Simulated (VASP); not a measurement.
# P (P-1) in VASP: notebook

P is run at these levels: PBE; tasks: single point, relaxation of cell and atoms.

All numbers are computed with VASP 6.6.1; they aren't measurements. Logs are shortened: lines on timing, memory, paths and dates and some standing lists are left out, and cuts for length are marked.

### Step 1. The cell of the first run

The typed cell holds 7 atoms: a = 5.250 Å, b = 5.743 Å, c = 5.774 Å, α = 97.25°, β = 114.90°, γ = 115.37°.

### Step 2. Single point, PBE

INCAR

```
PREC = Accurate ; ENCUT = 520
EDIFF = 1E-6 ; ISMEAR = 0
SIGMA = 0.1 ; LREAL = False
LASPH = True ; NELM = 100
ALGO = Normal ; ISIF = 2
LWAVE = False ; LCHARG = True
GGA = PE ; LELF = True
LVHAR = True ; NBANDS = 26
```

KPOINTS

```
Automatic mesh
0
Gamma
  4 4 4
```

POSCAR

```
P
1.0
    5.2455716869     -0.0653429023     -0.2045420515
   -2.3904267478      5.2181007369      0.1882023709
   -2.2668078668     -2.0174749835      4.9124236455
P
7
Direct
    0.1046173266      0.4369061810      0.8862081159
    0.4246872408      0.7922766508      0.5220356585
    0.7511971626      0.1373043912      0.1894802693
    0.8953826734      0.5630938190      0.1137918841
    0.5753127592      0.2077233492      0.4779643415
    0.2488028374      0.8626956088      0.8105197307
    0.0000000000      0.0000000000      0.0000000000
```

Potentials or basis: VASP PAW PBE potentials, release 64 (P).

Launch:

```sh
$ cat potpaw_PBE.64/P/POTCAR > POTCAR
$ mpirun -np 1 vasp_std > vasp.out
```

OUTCAR:

```text
PREC = Accurate
   ENCUT = 520
   EDIFF = 1E-6
   ISMEAR = 0
   LREAL = False
   LASPH = True
   NELM = 100
   ISIF = 2
   GGA = PE

 ion  position               nearest neighbor table
   1  0.105  0.437  0.886-   4 2.26   5 2.36   6 2.39   7 2.56
   2  0.425  0.792  0.522-   5 2.26   6 2.29   4 2.36   7 2.69
   3  0.751  0.137  0.189-   6 2.22   5 2.29   7 2.32   4 2.39
   4  0.895  0.563  0.114-   1 2.26   2 2.36   3 2.39   7 2.56
   5  0.575  0.208  0.478-   2 2.26   3 2.29   1 2.36   7 2.69
   6  0.249  0.863  0.811-   3 2.22   2 2.29   7 2.32   1 2.39
   7  0.000  0.000  0.000-   3 2.32   6 2.32   4 2.56   1 2.56   5 2.69   2 2.69

  LATTYP: Found a triclinic cell.
 ALAT       =     5.9477149683
 B/A-ratio  =     1.4530235831
 C/A-ratio  =     0.8826859961
 COS(alpha) =     0.0034150230
 COS(beta)  =     0.4739253026
 COS(gamma) =     0.7330513363

  Lattice vectors:

 A1 = (   2.9787638201,  -2.0828178858,   4.7078815940)
 A2 = (   0.1236188810,  -7.2355757204,   4.7242212746)
 A3 = (   5.2455716869,  -0.0653429023,  -0.2045420515)

Analysis of symmetry for initial positions (statically):
=====================================================================
 Subroutine PRICEL returns:
 Original cell was already a primitive cell.

 Routine SETGRP: Setting up the symmetry group for a
 triclinic supercell.

 Subroutine GETGRP returns: Found  2 space group operations
 (whereof  2 operations were pure point group operations)
 out of a pool of  2 trial point group operations.

The static configuration has the point symmetry S_2 .

Analysis of symmetry for dynamics (positions and initial velocities):
=====================================================================
 Subroutine PRICEL returns:
 Original cell was already a primitive cell.

 Routine SETGRP: Setting up the symmetry group for a
 triclinic supercell.

 Subroutine GETGRP returns: Found  2 space group operations
 (whereof  2 operations were pure point group operations)
 out of a pool of  2 trial point group operations.

The dynamic configuration has the point symmetry S_2 .

 Subroutine INISYM returns: Found  2 space group operations
 (whereof  2 operations are pure point group operations),
 and found     1 'primitive' translations

----------------------------------------------------------------------------------------

                                     Primitive cell

  volume of cell :     132.3089

  direct lattice vectors                    reciprocal lattice vectors
     5.245571687 -0.065342902 -0.204542051     0.196609698  0.085528406  0.125849860
    -2.390426748  5.218100737  0.188202371     0.005544982  0.191255544  0.081105115
    -2.266807867 -2.017474984  4.912423645     0.007973940 -0.003766082  0.205698345

  length of vectors
     5.249964711  5.742659268  5.774125846     0.248613493  0.207815952  0.205887290

  position of ions in fractional coordinates (direct lattice)
     0.104617327  0.436906181  0.886208116
     0.424687241  0.792276651  0.522035659
     0.751197163  0.137304391  0.189480269
     0.895382673  0.563093819  0.113791884
     0.575312759  0.207723349  0.477964341
     0.248802837  0.862695609  0.810519731
     0.000000000  0.000000000  0.000000000

  ion indices of the primitive-cell ions
   primitive index   ion index
                 1           1
                 2           2
                 3           3
                 4           4
                 5           5
                 6           6
                 7           7

----------------------------------------------------------------------------------------

 KPOINTS: Automatic mesh

Automatic generation of k-mesh.
 Grid dimensions read from file:
 generate k-points for:    4    4    4

 Generating k-lattice:

  Cartesian coordinates                     Fractional coordinates (reciprocal lattice)
     0.049152424  0.021382101  0.031462465     0.250000000  0.000000000  0.000000000
     0.001386245  0.047813886  0.020276279     0.000000000  0.250000000  0.000000000
     0.001993485 -0.000941521  0.051424586    -0.000000000  0.000000000  0.250000000

  Length of vectors
     0.062153373  0.051953988  0.051471823

  Shift w.r.t. Gamma in fractional coordinates (k-lattice)
     0.000000000  0.000000000  0.000000000

 Subroutine IBZKPT returns following result:
 ===========================================

 Found     36 irreducible k-points:

 Following reciprocal coordinates:
            Coordinates               Weight
  0.000000  0.000000  0.000000      1.000000
  0.250000 -0.000000  0.000000      2.000000
  0.500000 -0.000000  0.000000      1.000000
  0.000000  0.250000  0.000000      2.000000
  0.250000  0.250000  0.000000      2.000000
  0.500000  0.250000  0.000000      2.000000
[... 16 lines left out ...]
  0.000000 -0.250000  0.250000      2.000000
  0.250000 -0.250000  0.250000      2.000000
 [... further k-points ...]
   k-points           NKPTS =     36   k-points in BZ     NKDIM =     36   number of bands    NBANDS=     26
   number of dos      NEDOS =    301   number of ions     NIONS =      7
   total plane-waves  NPLWV =  92160
   dimension x,y,z NGX =    40 NGY =   48 NGZ =   48
   dimension x,y,z NGXF=    80 NGYF=   96 NGZF=   96
   ions per type =               7
   NGX,Y,Z   is equivalent  to a cutoff of  12.67, 13.90, 13.82 a.u.
   NGXF,Y,Z  is equivalent  to a cutoff of  25.33, 27.79, 27.64 a.u.
 SYSTEM =  unknown system
   PREC   = accura    normal or accurate (medium, high low for compatibility)
   ISTART =      0    job   : 0-new  1-cont  2-samecut
   ICHARG =      2    charge: 1-file 2-atom 10-const
   ISPIN  =      1    spin polarized calculation?
   LNONCOLLINEAR =      F non collinear calculations
   LSORBIT =      F    spin-orbit coupling
   LASPH  =      T    aspherical Exc in radial PAW
   ENCUT  =  520.0 eV  38.22 Ry    6.18 a.u.   9.76 10.68 10.74*2*pi/ulx,y,z
   NELM   =    100;   NELMIN=  2; NELMDL= -5     # of ELM steps
   EDIFF  = 0.1E-05   stopping-criterion for ELM
   LREAL  =      F    real-space projection
   EDIFFG = 0.1E-04   stopping-criterion for IOM
   NSW    =      0    number of steps for IOM
   IBRION =     -1    ionic relax: 0-MD 1-quasi-New 2-CG
   NFREE  =      0    steps in history (QN), initial steepest desc. (CG)
   ISIF   =      2    stress and relaxation
   ISYM   =      2    0-nonsym 1-usesym 2-fastsym
   POTIM  = 0.5000    time-step for ionic-motion
   TEBEG  =    0.0;   TEEND  =   0.0 temperature during run
   PSTRESS=    0.0 pullay stress
   NELECT =      35.0000    total number of electrons
   NUPDOWN=      -1.0000    fix difference up-down
   EMIN   =  10.00;   EMAX   =-10.00  energy-range for DOS
   EFERMI =   0.00;   METHOD = LEGACY
   ISMEAR =     0;   SIGMA  =   0.10  broadening in eV -4-tet -1-fermi 0-gaus
   EFERMI_NEDOS =   21; number of points for ismear=-14 and -15
   IALGO  =     38    algorithm
   IMIX   =      4    mixing-type and parameters
     AMIX     =   0.40;   BMIX     =  1.00
     AMIX_MAG =   1.60;   BMIX_MAG =  1.00
  volume/ion in A,a.u.               =      18.90       127.55
  Fermi-wavevector in a.u.,A,eV,Ry     =   1.050916  1.985942 15.026594  1.104423
  Thomas-Fermi vector in A             =   2.185938
   LORBIT       =      0    0 simple, 1 ext, 2 COOP (PROOUT), +10 PAW based schemes
   GGA     = PE    functional components
   LHFCALC =     F    Hartree Fock is set to
   AEXX    =    0.0000 exact exchange contribution
   IVDW    =     0    specifies the selected vdW correction
   LEPSILON=     F    determine dielectric tensor
   LRPA    =     F    only Hartree local field effects (RPA)
 non-spin polarized calculation
 Gauss-broadening in eV      SIGMA  =   0.10
  energy-cutoff  :      520.00
  volume of cell :      132.31
 maximum number of plane-waves:      3576
   NGX = 19   NGY = 21   NGZ = 21

 number of electron      34.9999998 magnetization

 Free energy of the ion-electron system (eV)
  ---------------------------------------------------
  ext. energy  EPLUGINS =         0.00000000
  ---------------------------------------------------
  free energy    TOTEN  =       -36.08008389 eV

  energy without entropy =      -36.06950848  energy(sigma->0) =      -36.07479618

 E-fermi :   6.4434     XC(G=0):  -9.8524

 val. band max:        6.4345130686   @ k =   0.5000   0.5000   0.2500
 cond. band min:       6.4457672656   @ k =  -0.2500   0.2500   0.5000
 fundamental gap:      0.0112541969
 Fermi energy:         6.4433894073

 k-point     1 :       0.0000    0.0000    0.0000
  band No.  band energies     occupation
      1      -9.1719      2.00000
      2      -4.9916      2.00000
      3      -4.7347      2.00000
      4      -4.5047      2.00000
      5      -3.9505      2.00000
      6      -3.3734      2.00000
[... 18 lines left out ...]
     25      11.1161      0.00000
     26      11.1266      0.00000

 k-point     2 :       0.2500   -0.0000    0.0000
  band No.  band energies     occupation
      1      -8.7645      2.00000
      2      -6.0636      2.00000
      3      -5.4838      2.00000
      4      -4.7549      2.00000
      5      -3.7560      2.00000
      6      -2.6829      2.00000
[... 18 lines left out ...]
     25      10.1731      0.00000
     26      11.1182      0.00000

 k-point     3 :       0.5000   -0.0000    0.0000
  band No.  band energies     occupation
      1      -7.6923      2.00000
      2      -7.5501      2.00000
      3      -5.8046      2.00000
      4      -5.2392      2.00000
      5      -3.5100      2.00000
      6      -2.3840      2.00000
[... 18 lines left out ...]
     25      10.2249      0.00000
     26      10.7112      0.00000

 k-point     4 :       0.0000    0.2500    0.0000
  band No.  band energies     occupation
      1      -8.8697      2.00000
      2      -6.2512      2.00000
      3      -5.2868      2.00000
      4      -4.0883      2.00000
      5      -3.8406      2.00000
      6      -2.7663      2.00000
[... 18 lines left out ...]
     25      10.6089      0.00000
     26      11.0523      0.00000

 k-point     5 :       0.2500    0.2500    0.0000
  band No.  band energies     occupation
      1      -8.1085      2.00000
      2      -7.3026      2.00000
      3      -5.6893      2.00000
      4      -4.8576      2.00000
      5      -3.7070      2.00000
      6      -1.8522      2.00000
[... 18 lines left out ...]
     25      10.6667      0.00000
     26      10.7446      0.00000

 k-point     6 :       0.5000    0.2500    0.0000
  band No.  band energies     occupation
      1      -8.3515      2.00000
      2      -6.5750      2.00000
      3      -5.5133      2.00000
      4      -5.2707      2.00000
      5      -3.8390      2.00000
      6      -2.9871      2.00000
[... 427 lines left out ...]
 k-point    21 :       0.5000    0.5000    0.2500
  band No.  band energies     occupation
      1      -8.3080      2.00000
      2      -6.3021      2.00000
      3      -5.7735      2.00000
      4      -5.5944      2.00000
      5      -3.5536      2.00000
      6      -3.1480      2.00000
[... 18 lines left out ...]
     25      10.0754      0.00000
     26      10.5655      0.00000

 k-point    22 :      -0.2500    0.5000    0.2500
  band No.  band energies     occupation
      1      -8.0957      2.00000
      2      -6.9490      2.00000
      3      -6.3856      2.00000
      4      -4.7712      2.00000
      5      -3.0059      2.00000
      6      -2.5496      2.00000
[... 18 lines left out ...]
     25       9.9910      0.00000
     26      10.7643      0.00000

 k-point    23 :       0.0000   -0.2500    0.2500
  band No.  band energies     occupation
      1      -8.8040      2.00000
      2      -6.1425      2.00000
      3      -5.5759      2.00000
      4      -4.6675      2.00000
      5      -3.1323      2.00000
      6      -2.9054      2.00000
[... 18 lines left out ...]
     25      10.4834      0.00000
     26      11.3474      0.00000

 k-point    24 :       0.2500   -0.2500    0.2500
  band No.  band energies     occupation
      1      -8.5443      2.00000
      2      -6.4383      2.00000
      3      -5.5914      2.00000
      4      -5.0151      2.00000
      5      -3.3484      2.00000
      6      -3.1132      2.00000
[... 18 lines left out ...]
     25      10.0747      0.00000
     26      11.3110      0.00000

 [... further k-points ...]
[... 5 lines left out ...]
  --------------------------------------------------------------------------------------
  -------------------------------------------------------------------------------------
  Total       -0.3052786     -0.0006365     -0.2616453     -0.0689681     -0.0329242     -0.0145637
  in kB       -3.6967310     -0.0077073     -3.1683593     -0.8351597     -0.3986908     -0.1763574
  external PRESSURE =      -2.2909325 kB  Pullay stress =       0.0000000 kB

 VOLUME and BASIS-vectors are now :
 -----------------------------------------------------------------------------
  energy-cutoff  :      520.00
  volume of cell :      132.31
      direct lattice vectors                 reciprocal lattice vectors
     5.245571687 -0.065342902 -0.204542051     0.196609698  0.085528406  0.125849860
    -2.390426748  5.218100737  0.188202371     0.005544982  0.191255544  0.081105115
    -2.266807867 -2.017474984  4.912423645     0.007973940 -0.003766082  0.205698345

 POSITION                                       TOTAL-FORCE (eV/Angst)
 -----------------------------------------------------------------------------------
     -2.50448      0.48508      4.41426        -0.084179      0.016338      0.003518
     -0.84951      3.05324      2.62670        -0.044872      0.033023     -0.017206
      3.18273      0.28511      0.80300        -0.049441     -0.010405     -0.015318
      3.09282      2.65020      0.48183         0.084179     -0.016338     -0.003518
      1.43784      0.08205      2.26938         0.044872     -0.033023      0.017206
     -2.59439      2.85017      4.09309         0.049441      0.010405      0.015318
      0.00000      0.00000      0.00000         0.000000      0.000000      0.000000
 -----------------------------------------------------------------------------------
    total drift:                                0.000000     -0.000000      0.000000

  FREE ENERGIE OF THE ION-ELECTRON SYSTEM (eV)
  ---------------------------------------------------
  free  energy   TOTEN  =       -36.0800838866 eV

  energy  without entropy=      -36.0695084801  energy(sigma->0) =      -36.07479618
```

Wall time 85 s (1 thread of Intel Xeon 6975P-C (Granite Rapids), shared host); peak memory 0.31 GiB.

What came out:

| Item | Value |
| --- | --- |
| Free energy | -36.0801 eV |
| Pressure | -0.2 GPa |
| Largest force | 0.086 eV/Å |
| Band gap on the k mesh | zero (an odd number of electrons rules out a gap without spin polarisation) |

Forces on the atoms (eV/Å):
```
P   -0.084  0.016  0.004
P   -0.045  0.033 -0.017
P   -0.049 -0.010 -0.015
P    0.084 -0.016 -0.004
P    0.045 -0.033  0.017
P    0.049  0.010  0.015
P    0.000  0.000  0.000
```

Caveat: an odd number of electrons without spin polarisation forces a metal; a magnetic or distorted state may lie lower.

### Step 3. Relaxation of cell and atoms, PBE

This run uses another cell than the first one, of 19.33 Å³/atom.

INCAR

```
SYSTEM = P
PREC = Accurate
ENCUT = 600
EDIFF = 1E-6
ISMEAR = 0
SIGMA = 0.1
LREAL = .False.
LASPH = .True.
NELM = 60
ALGO = Normal
ISIF = 3
LWAVE = .False.
LCHARG = .False.
GGA = PE
IBRION = 2
NSW = 90
EDIFFG = -0.04
```

KPOINTS

```
Automatic mesh
0
Gamma
  4 4 4
  0 0 0
```

POSCAR

```
P
1.0
    5.4261396113      0.0000000000      0.0000000000
   -2.4096538259      5.0621776509      0.0000000000
   -2.1787337527     -2.0861675632      4.9262638504
P
7
Direct
    0.0853254429      0.4248054297      0.8696059394
    0.4067212888      0.7810045589      0.5074770524
    0.7417632595      0.1289950353      0.1842877820
    0.9146745571      0.5751945703      0.1303940606
    0.5932787112      0.2189954411      0.4925229476
    0.2582367405      0.8710049647      0.8157122180
    0.0000000000      0.0000000000      0.0000000000
```

Potentials or basis: VASP PAW PBE potentials, release 64 (P).

Launch:

```sh
$ cat potpaw_PBE.64/P/POTCAR > POTCAR
$ mpirun -np 1 vasp_std > vasp.out
```

Run time: 13 min. Hardware: 1 thread of Intel Xeon 6975P-C (Granite Rapids), shared host; peak memory 0.37 GiB.

The run converged. Its results:

```yaml
Free_energy: -36.0803 eV
Relaxed_volume: 18.77 Å³/atom
Relaxed_cell: a = 5.221 Å, b = 5.745 Å, c = 5.763 Å, α = 97.50°, β = 114.79°, γ = 115.29°
Space_group_after_relaxing_to_0.1_Å: P-1 (No. 2)
Energy_gained_by_relaxing: 5.4 meV/atom
Ionic_steps: 22
Pressure_after_relaxing: 0.2 GPa
Largest_force_after_relaxing: 0.033 eV/Å
Band_gap_on_the_k_mesh: zero (an odd number of electrons rules out a gap without spin polarisation)
```

Forces on the atoms (eV/Å):
```
P    0.000  0.000 -0.026
P   -0.030 -0.005  0.014
P    0.014 -0.028  0.009
P    0.000  0.000  0.026
P    0.030  0.005 -0.014
P   -0.014  0.028 -0.009
P    0.000  0.000  0.000
```

Stress tensor (GPa, compression positive):
```
 0.24 -0.05 -0.02
-0.05  0.19  0.05
-0.02  0.05  0.14
```

The path:
```csv
step,energy change (eV),largest force (eV/Å),pressure (GPa),volume (Å³)
1,0.0000,0.2297,0.08,135.32
2,-0.0067,0.1177,0.15,135.49
3,-0.0068,0.1269,0.15,135.50
4,-0.0100,0.0811,0.01,135.94
5,-0.0107,0.0804,-0.09,136.25
6,-0.0124,0.0590,0.00,136.21
7,-0.0130,0.0874,0.10,136.16
8,-0.0142,0.0710,0.00,136.26
9,-0.0158,0.0973,-0.27,136.53
10,-0.0171,0.0973,-0.24,136.33
11,-0.0204,0.1009,-0.15,135.73
12,-0.0216,0.1283,0.05,134.49
13,-0.0221,0.1149,-0.03,134.99
14,-0.0243,0.0956,-0.05,134.75
15,-0.0280,0.1228,-0.10,134.02
16,-0.0283,0.1344,-0.11,133.74
17,-0.0307,0.1166,-0.08,133.41
18,-0.0340,0.1046,0.02,132.42
19,-0.0357,0.0764,-0.07,132.22
20,-0.0361,0.0708,-0.13,132.08
21,-0.0374,0.0449,0.07,131.66
22,-0.0376,0.0329,0.19,131.39
```

Final structure:
```
P
1.0
     5.21615   -0.06919   -0.20466
    -2.37925    5.22538    0.18421
    -2.25339   -2.02579    4.90238
P
7
Direct
  0.10554 0.43722 0.88692
  0.42689 0.79262 0.52119
  0.75087 0.13922 0.18988
  0.89446 0.56278 0.11308
  0.57311 0.20738 0.47881
  0.24913 0.86078 0.81012
  0.00000 0.00000 0.00000
```

Levels at points of the mesh, in eV from the Fermi level:
| k point | band 13 | band 14 | band 15 | band 16 | band 17 | band 18 | band 19 | band 20 | band 21 |
| --- | --- | --- | --- | --- | --- | --- | --- | --- | --- |
| (0.00, 0.00, 0.00) | -3.54 | -2.03 | -1.65 | -1.47 | -0.57 | 0.76 | 1.28 | 2.14 | 2.39 |
| (0.50, 0.00, 0.00) | -3.88 | -3.07 | -2.89 | -1.24 | -0.55 | 0.57 | 0.90 | 1.31 | 1.81 |
| (0.00, 0.50, 0.00) | -3.83 | -3.68 | -3.04 | -1.63 | -0.29 | -0.02 | 1.00 | 1.13 | 1.75 |
| (0.50, 0.50, 0.00) | -3.00 | -2.66 | -1.76 | -1.48 | -0.74 | 0.22 | 1.39 | 1.46 | 1.72 |
| (0.00, 0.00, 0.50) | -3.72 | -3.46 | -3.37 | -1.05 | -0.67 | 0.61 | 1.06 | 1.57 | 1.85 |
| (0.50, 0.00, 0.50) | -3.49 | -3.37 | -2.28 | -0.76 | -0.43 | 0.78 | 1.57 | 1.97 | 2.20 |
| (0.00, 0.50, 0.50) | -3.72 | -3.50 | -3.10 | -1.69 | -1.33 | -0.98 | 0.94 | 0.96 | 1.97 |
| (0.50, 0.50, 0.50) | -3.41 | -3.20 | -2.83 | -1.32 | -0.67 | 0.46 | 1.04 | 1.54 | 2.02 |

Caveat: an odd number of electrons without spin polarisation forces a metal; a magnetic or distorted state may lie lower.
